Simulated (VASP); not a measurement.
Input of a VASP 6.6.1 run:

File INCAR:

```
ALGO     = Normal         # electronic algorithm
EDIFF    = 1E-6           # SCF threshold, eV
ENCUT    = 520            # plane-wave cutoff, eV
GGA      = PE             # functional
ISIF     = 2              # what is computed and relaxed
ISMEAR   = -1             # smearing method
LASPH    = True           # aspherical terms in the spheres
LCHARG   = False          # write CHGCAR
LREAL    = False          # projectors in reciprocal space
LWAVE    = False          # write WAVECAR
NBANDS   = 18             # bands
NELM     = 60             # most SCF steps
PREC     = Accurate       # precision mode
SIGMA    = 0.1            # smearing width, eV
```

The input KPOINTS:

```
k-points
0
Gamma
  6 6 6
```

POSCAR

```
BiTe
1.0
    0.0000000000      3.2617367497      3.2617367497
    3.2617367497      0.0000000000      3.2617367497
    3.2617367497      3.2617367497      0.0000000000
Bi Te
1 1
Direct
    0.0000000000      0.0000000000      0.0000000000
    0.5000000000      0.5000000000      0.5000000000
```

Potentials or basis: VASP PAW PBE potentials, release 64 (Bi_d, Te).

The run is started by

```sh
$ cat potpaw_PBE.64/Bi_d/POTCAR potpaw_PBE.64/Te/POTCAR > POTCAR
$ mpirun -np 1 vasp_std > vasp.out
```

Problem. Estimate the pressure.

Solution. -0.4 GPa.
